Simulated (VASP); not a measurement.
Al4Cu, 10 atoms in the cell. The structure is hexagonal, space group P6_3/mmc (No. 194). Conventional cell: a = 2.797 Å, b = 2.797 Å, c = 22.215 Å, α = 90.00°, β = 90.00°, γ = 120.00°. Within 3.6 Å of Al (site symmetry 3m) lie 9 Al at 2.75 to 2.80 Å and 3 Cu at 2.75 Å. Within 3.6 Å of Al (site symmetry 3m) lie 12 Al at 2.75 to 2.80 Å. Within 3.6 Å of Cu (site symmetry -6m2) lie 6 Al at 2.75 Å and 6 Cu at 2.80 Å. 

* Program: VASP 6.6.1
* Task: single point
* Functional: PBE
* Potentials or basis: VASP PAW PBE potentials, release 64 (Al, Cu)
* Cutoff: 520 eV
* k mesh: 6 × 6 × 1
* Occupations: gaussian, width 0.1 eV
* Spin: no spin polarisation
* Dipole correction: no
* Further INCAR settings: ALGO = Normal; EDIFF = 1e-06; NBANDS = 34

Potentials or basis: VASP PAW PBE potentials, release 64 (Al, Cu).

Command:

```bash
$ cat potpaw_PBE.64/Al/POTCAR potpaw_PBE.64/Cu/POTCAR > POTCAR
$ mpirun -np 1 vasp_std > vasp.out
```

Hardware: 1 thread of Intel(R) Xeon(R) Platinum 8259CL CPU @ 2.50GHz (Skylake/Cascade Lake) (shared host).

Estimate the wall time of this run.

It took 68 s on 1 thread of Intel(R) Xeon(R) Platinum 8259CL CPU @ 2.50GHz (Skylake/Cascade Lake) (shared host), peak memory 0.29 GiB. Counts: scf iterations 21, k points 7.
